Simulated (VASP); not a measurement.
Input of a VASP 6.6.1 run:

INCAR

```
SYSTEM = In
PREC     = Accurate       ! precision mode
ENCUT    = 520            ! plane-wave cutoff, eV
EDIFF    = 1E-6           ! SCF threshold, eV
ISMEAR   = -1             ! smearing method
SIGMA    = 0.13605693000000002 ! smearing width, eV
LREAL    = .False.        ! projectors in reciprocal space
LASPH    = .True.         ! aspherical terms in the spheres
NELM     = 100            ! most SCF steps
ALGO     = Normal         ! electronic algorithm
ISIF     = 2              ! what is computed and relaxed
LWAVE    = .False.        ! write WAVECAR
LCHARG   = .False.        ! write CHGCAR
GGA      = PS             ! functional
NBANDS   = 12             ! bands
```

The input KPOINTS:

```
regular mesh
0
Gamma
  11 11 11
  0 0 0
```

File POSCAR:

```
In
1.0
    3.0212929569      0.0000000000      0.0000000000
    0.0000000000      3.0212929569      0.0000000000
    0.0000000000      0.0000000000      3.0212929569
In
1
Direct
    0.0000000000      0.0000000000      0.0000000000
```

Potentials or basis: VASP PAW PBE potentials, release 64 (In_d).

The run is started by

```sh
$ cat potpaw_PBE.64/In_d/POTCAR > POTCAR
$ mpirun -np 1 vasp_std > vasp.out
```

(1) What does it give for the pressure?

Answers

(1) -0.2 GPa.

Caveat: the PAW data sets were made with another functional, which shifts forces and pressure a little.
